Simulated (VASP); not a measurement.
# YCu (Pm-3m) in VASP: further runs

The runs below take YCu through single point, with LDA.

All numbers are computed with VASP 6.6.1; they aren't measurements. Logs are shortened: lines on timing, memory, paths and dates and some standing lists are left out, and cuts for length are marked.

## 1. The cell of the first run

It takes space group Pm-3m (No. 221, cubic). The conventional cell has a = 3.481 Å, b = 3.481 Å, c = 3.481 Å, α = 90.00°, β = 90.00°, γ = 90.00°. Within 4.0 Å of Y (site symmetry m-3m) lie 8 Cu at 3.01 Å and 6 Y at 3.48 Å. Cu (site symmetry m-3m) has 8 Y at 3.01 Å and 6 Cu at 3.48 Å within 4.0 Å.

## 2. Single point, LDA

INCAR

```
PREC = Accurate
ENCUT = 520
EDIFF = 1E-7
ISMEAR = 1
SIGMA = 0.15
LREAL = F
LASPH = T
NELM = 80
ALGO = Normal
ISIF = 2
LWAVE = F
LCHARG = F
NBANDS = 18
```

KPOINTS

```
Automatic mesh
0
Gamma
  8 8 8
```

POSCAR

```
YCu
1.0
    3.4810170913      0.0000000000      0.0000000000
    0.0000000000      3.4810170913      0.0000000000
    0.0000000000      0.0000000000      3.4810170913
Y Cu
1 1
Direct
    0.0000000000      0.0000000000      0.0000000000
    0.5000000000      0.5000000000      0.5000000000
```

Potentials or basis: VASP PAW LDA potentials, release 64 (Y_sv, Cu).

Command:

```console
> cat potpaw_LDA.64/Y_sv/POTCAR potpaw_LDA.64/Cu/POTCAR > POTCAR
> mpirun -np 1 vasp_std > vasp.out
```

OUTCAR:

```text
PREC = Accurate
   ENCUT = 520
   EDIFF = 1E-7
   ISMEAR = 1
   LREAL = F
   LASPH = T
   NELM = 80
   ISIF = 2

 ion  position               nearest neighbor table
   1  0.000  0.000  0.000-   2 3.01   2 3.01   2 3.01   2 3.01   2 3.01   2 3.01   2 3.01   2 3.01

   2  0.500  0.500  0.500-   1 3.01   1 3.01   1 3.01   1 3.01   1 3.01   1 3.01   1 3.01   1 3.01

  LATTYP: Found a simple cubic cell.
 ALAT       =     3.4810170913

  Lattice vectors:

 A1 = (   3.4810170913,   0.0000000000,   0.0000000000)
 A2 = (   0.0000000000,   3.4810170913,   0.0000000000)
 A3 = (   0.0000000000,   0.0000000000,   3.4810170913)

Analysis of symmetry for initial positions (statically):
=====================================================================
 Subroutine PRICEL returns:
 Original cell was already a primitive cell.

 Routine SETGRP: Setting up the symmetry group for a
 simple cubic supercell.

 Subroutine GETGRP returns: Found 48 space group operations
 (whereof 48 operations were pure point group operations)
 out of a pool of 48 trial point group operations.

The static configuration has the point symmetry O_h .

Analysis of symmetry for dynamics (positions and initial velocities):
=====================================================================
 Subroutine PRICEL returns:
 Original cell was already a primitive cell.

 Routine SETGRP: Setting up the symmetry group for a
 simple cubic supercell.

 Subroutine GETGRP returns: Found 48 space group operations
 (whereof 48 operations were pure point group operations)
 out of a pool of 48 trial point group operations.

The dynamic configuration has the point symmetry O_h .

 Subroutine INISYM returns: Found 48 space group operations
 (whereof 48 operations are pure point group operations),
 and found     1 'primitive' translations

----------------------------------------------------------------------------------------

                                     Primitive cell

  volume of cell :      42.1812

  direct lattice vectors                    reciprocal lattice vectors
     3.481017091  0.000000000  0.000000000     0.287272361  0.000000000  0.000000000
     0.000000000  3.481017091  0.000000000     0.000000000  0.287272361  0.000000000
     0.000000000  0.000000000  3.481017091     0.000000000  0.000000000  0.287272361

  length of vectors
     3.481017091  3.481017091  3.481017091     0.287272361  0.287272361  0.287272361

  position of ions in fractional coordinates (direct lattice)
     0.000000000  0.000000000  0.000000000
     0.500000000  0.500000000  0.500000000

  ion indices of the primitive-cell ions
   primitive index   ion index
                 1           1
                 2           2

----------------------------------------------------------------------------------------

 KPOINTS: Automatic mesh

Automatic generation of k-mesh.
 Grid dimensions read from file:
 generate k-points for:    8    8    8

 Generating k-lattice:

  Cartesian coordinates                     Fractional coordinates (reciprocal lattice)
     0.035909045  0.000000000  0.000000000     0.125000000  0.000000000  0.000000000
     0.000000000  0.035909045  0.000000000     0.000000000  0.125000000  0.000000000
     0.000000000  0.000000000  0.035909045     0.000000000  0.000000000  0.125000000

  Length of vectors
     0.035909045  0.035909045  0.035909045

  Shift w.r.t. Gamma in fractional coordinates (k-lattice)
     0.000000000  0.000000000  0.000000000

 Subroutine IBZKPT returns following result:
 ===========================================

 Found     35 irreducible k-points:

 Following reciprocal coordinates:
            Coordinates               Weight
  0.000000  0.000000  0.000000      1.000000
  0.125000  0.000000  0.000000      6.000000
  0.250000  0.000000  0.000000      6.000000
  0.375000  0.000000  0.000000      6.000000
  0.500000  0.000000  0.000000      3.000000
  0.125000  0.125000  0.000000     12.000000
[... 16 lines left out ...]
  0.375000  0.375000  0.125000     24.000000
  0.500000  0.375000  0.125000     24.000000
 [... further k-points ...]
   k-points           NKPTS =     35   k-points in BZ     NKDIM =     35   number of bands    NBANDS=     18
   number of dos      NEDOS =    301   number of ions     NIONS =      2
   total plane-waves  NPLWV =  21952
   dimension x,y,z NGX =    28 NGY =   28 NGZ =   28
   dimension x,y,z NGXF=    56 NGYF=   56 NGZF=   56
   ions per type =               1   1
   NGX,Y,Z   is equivalent  to a cutoff of  13.37, 13.37, 13.37 a.u.
   NGXF,Y,Z  is equivalent  to a cutoff of  26.74, 26.74, 26.74 a.u.
 SYSTEM =  unknown system
   PREC   = accura    normal or accurate (medium, high low for compatibility)
   ISTART =      0    job   : 0-new  1-cont  2-samecut
   ICHARG =      2    charge: 1-file 2-atom 10-const
   ISPIN  =      1    spin polarized calculation?
   LNONCOLLINEAR =      F non collinear calculations
   LSORBIT =      F    spin-orbit coupling
   LASPH  =      T    aspherical Exc in radial PAW
   ENCUT  =  520.0 eV  38.22 Ry    6.18 a.u.   6.47  6.47  6.47*2*pi/ulx,y,z
   NELM   =     80;   NELMIN=  2; NELMDL= -5     # of ELM steps
   EDIFF  = 0.1E-06   stopping-criterion for ELM
   LREAL  =      F    real-space projection
   EDIFFG = 0.1E-05   stopping-criterion for IOM
   NSW    =      0    number of steps for IOM
   IBRION =     -1    ionic relax: 0-MD 1-quasi-New 2-CG
   NFREE  =      0    steps in history (QN), initial steepest desc. (CG)
   ISIF   =      2    stress and relaxation
   ISYM   =      2    0-nonsym 1-usesym 2-fastsym
   POTIM  = 0.5000    time-step for ionic-motion
   TEBEG  =    0.0;   TEEND  =   0.0 temperature during run
   PSTRESS=    0.0 pullay stress
   NELECT =      22.0000    total number of electrons
   NUPDOWN=      -1.0000    fix difference up-down
   EMIN   =  10.00;   EMAX   =-10.00  energy-range for DOS
   EFERMI =   0.00;   METHOD = LEGACY
   ISMEAR =     1;   SIGMA  =   0.15  broadening in eV -4-tet -1-fermi 0-gaus
   EFERMI_NEDOS =   21; number of points for ismear=-14 and -15
   IALGO  =     38    algorithm
   IMIX   =      4    mixing-type and parameters
     AMIX     =   0.40;   BMIX     =  1.00
     AMIX_MAG =   1.60;   BMIX_MAG =  1.00
  volume/ion in A,a.u.               =      21.09       142.33
  Fermi-wavevector in a.u.,A,eV,Ry     =   1.317780  2.490243 23.627116  1.736544
  Thomas-Fermi vector in A             =   2.447797
   LORBIT       =      0    0 simple, 1 ext, 2 COOP (PROOUT), +10 PAW based schemes
   GGA     = CA    functional components
   LHFCALC =     F    Hartree Fock is set to
   AEXX    =    0.0000 exact exchange contribution
   IVDW    =     0    specifies the selected vdW correction
   LEPSILON=     F    determine dielectric tensor
   LRPA    =     F    only Hartree local field effects (RPA)
 non-spin polarized calculation
 Methfessel and Paxton  Order N= 1 SIGMA  =   0.15
  energy-cutoff  :      520.00
  volume of cell :       42.18
 maximum number of plane-waves:      1157
 NGX is ok and might be reduce to    28
   NGX = 13   NGY = 13   NGZ = 13

 number of electron      22.0000023 magnetization

 Free energy of the ion-electron system (eV)
  ---------------------------------------------------
  ext. energy  EPLUGINS =         0.00000000
  ---------------------------------------------------
  free energy    TOTEN  =       -12.02742416 eV

  energy without entropy =      -12.02429140  energy(sigma->0) =      -12.02637991

 E-fermi :   4.5428     XC(G=0): -10.8935

 val. band max:        4.5323612236   @ k =   0.2500   0.1250   0.0000
 cond. band min:       4.5818987338   @ k =   0.3750   0.2500   0.2500
 fundamental gap:      0.0495375102
 Fermi energy:         4.5428470032

 k-point     1 :       0.0000    0.0000    0.0000
  band No.  band energies     occupation
      1     -38.0448      2.00000
      2     -17.9739      2.00000
      3     -17.9739      2.00000
      4     -17.9739      2.00000
      5      -1.9969      2.00000
      6       0.8556      2.00000
[... 10 lines left out ...]
     17      10.3954      0.00000
     18      10.3954      0.00000

 k-point     2 :       0.1250    0.0000    0.0000
  band No.  band energies     occupation
      1     -38.0399      2.00000
      2     -18.0402      2.00000
      3     -17.9684      2.00000
      4     -17.9684      2.00000
      5      -1.7424      2.00000
      6       0.9063      2.00000
[... 10 lines left out ...]
     17      11.4721      0.00000
     18      11.4721      0.00000

 k-point     3 :       0.2500    0.0000    0.0000
  band No.  band energies     occupation
      1     -38.0281      2.00000
      2     -18.1965      2.00000
      3     -17.9552      2.00000
      4     -17.9552      2.00000
      5      -1.0276      2.00000
      6       1.0343      2.00000
[... 10 lines left out ...]
     17      13.0875      0.00000
     18      13.0875      0.00000

 k-point     4 :       0.3750    0.0000    0.0000
  band No.  band energies     occupation
      1     -38.0162      2.00000
      2     -18.3479      2.00000
      3     -17.9419      2.00000
      4     -17.9419      2.00000
      5       0.0102      2.00000
      6       1.1709      2.00000
[... 10 lines left out ...]
     17      13.8623      0.00000
     18      14.8032      0.00000

 k-point     5 :       0.5000    0.0000    0.0000
  band No.  band energies     occupation
      1     -38.0112      2.00000
      2     -18.4092      2.00000
      3     -17.9364      2.00000
      4     -17.9364      2.00000
      5       0.7947      2.00000
      6       1.2304      2.00000
[... 10 lines left out ...]
     17      13.5046      0.00000
     18      15.1365      0.00000

 k-point     6 :       0.1250    0.1250    0.0000
  band No.  band energies     occupation
      1     -38.0350      2.00000
      2     -18.0387      2.00000
      3     -18.0292      2.00000
      4     -17.9629      2.00000
      5      -1.4984      2.00000
      6       0.9576      2.00000
[... 10 lines left out ...]
     17      11.0046      0.00000
     18      12.2034      0.00000

 k-point     7 :       0.2500    0.1250    0.0000
  band No.  band energies     occupation
      1     -38.0233      2.00000
      2     -18.1889      2.00000
      3     -18.0187      2.00000
      4     -17.9496      2.00000
      5      -0.8197      2.00000
      6       1.0628      2.00000
[... 10 lines left out ...]
     17      12.1075      0.00000
     18      13.5728      0.00000

 k-point     8 :       0.3750    0.1250    0.0000
  band No.  band energies     occupation
      1     -38.0115      2.00000
      2     -18.3385      2.00000
      3     -18.0038      2.00000
      4     -17.9362      2.00000
      5       0.1340      2.00000
      6       1.1662      2.00000
[... 10 lines left out ...]
     17      13.3015      0.00000
     18      14.2877      0.00000
[... 229 lines left out ...]
     17      13.7030      0.00000
     18      13.9415      0.00000

 k-point    20 :       0.2500    0.2500    0.1250
  band No.  band energies     occupation
      1     -38.0070      2.00000
      2     -18.1709      2.00000
      3     -18.1537      2.00000
      4     -17.9976      2.00000
      5      -0.0794      2.00000
      6       1.1669      2.00000
[... 10 lines left out ...]
     17      11.5865      0.00000
     18      13.5606      0.00000

 k-point    21 :       0.3750    0.2500    0.1250
  band No.  band energies     occupation
      1     -37.9954      2.00000
      2     -18.3073      2.00000
      3     -18.1432      2.00000
      4     -17.9828      2.00000
      5       0.5186      2.00000
      6       1.1307      2.00000
[... 10 lines left out ...]
     17      12.0045      0.00000
     18      14.0584      0.00000

 k-point    22 :       0.5000    0.2500    0.1250
  band No.  band energies     occupation
      1     -37.9906      2.00000
      2     -18.3659      2.00000
      3     -18.1356      2.00000
      4     -17.9767      2.00000
      5       0.7768      2.00000
      6       1.0548      2.00000
[... 10 lines left out ...]
     17      12.2482      0.00000
     18      13.6633      0.00000

 k-point    23 :       0.3750    0.3750    0.1250
  band No.  band energies     occupation
      1     -37.9840      2.00000
      2     -18.2889      2.00000
      3     -18.2806      2.00000
      4     -17.9680      2.00000
      5       0.6067      2.00000
      6       1.0074      2.00000
[... 10 lines left out ...]
     17      11.3413      0.00000
     18      13.0362      0.00000

 k-point    24 :       0.5000    0.3750    0.1250
  band No.  band energies     occupation
      1     -37.9793      2.00000
      2     -18.3422      2.00000
      3     -18.2755      2.00000
      4     -17.9618      2.00000
      5       0.6017      2.00000
      6       0.9578      2.00000
[... 10 lines left out ...]
     17      11.1116      0.00000
     18      12.8047      0.00000

 [... further k-points ...]

------------------------ aborting loop because EDIFF is reached ----------------------------------------

  FORCE on cell =-STRESS in cart. coord.  units (eV):
  Direction    XX          YY          ZZ          XY          YZ          ZX
  --------------------------------------------------------------------------------------
  -------------------------------------------------------------------------------------
  Total       -1.6162605     -1.6162605     -1.6162605      0.0000000      0.0000000     -0.0000000
  in kB      -61.3908254    -61.3908254    -61.3908254      0.0000000      0.0000000     -0.0000000
  external PRESSURE =     -61.3908254 kB  Pullay stress =       0.0000000 kB

 VOLUME and BASIS-vectors are now :
 -----------------------------------------------------------------------------
  energy-cutoff  :      520.00
  volume of cell :       42.18
      direct lattice vectors                 reciprocal lattice vectors
     3.481017091  0.000000000  0.000000000     0.287272361  0.000000000  0.000000000
     0.000000000  3.481017091  0.000000000     0.000000000  0.287272361  0.000000000
     0.000000000  0.000000000  3.481017091     0.000000000  0.000000000  0.287272361

 POSITION                                       TOTAL-FORCE (eV/Angst)
 -----------------------------------------------------------------------------------
      0.00000      0.00000      0.00000         0.000000      0.000000      0.000000
      1.74051      1.74051      1.74051         0.000000      0.000000      0.000000
 -----------------------------------------------------------------------------------
    total drift:                                0.000000      0.000000      0.000000

  FREE ENERGIE OF THE ION-ELECTRON SYSTEM (eV)
  ---------------------------------------------------
  free  energy   TOTEN  =       -12.0274241594 eV

  energy  without entropy=      -12.0242914040  energy(sigma->0) =      -12.02637991
```

It took 28 s on 1 thread of Intel Xeon Platinum 8259CL at 2.50GHz (Skylake/Cascade Lake), shared host; peak memory 0.17 GiB.

Results:

```yaml
Free_energy: -12.0274 eV
Pressure: -6.1 GPa
Band_gap_on_the_k_mesh: zero (bands 11 and 12 overlap by 2.25 eV)
```

Caveat: the cell stands under tension.

[end of part 1 of 2]

The gap in the log of VASP goes by the Fermi energy; the results here count the filled bands.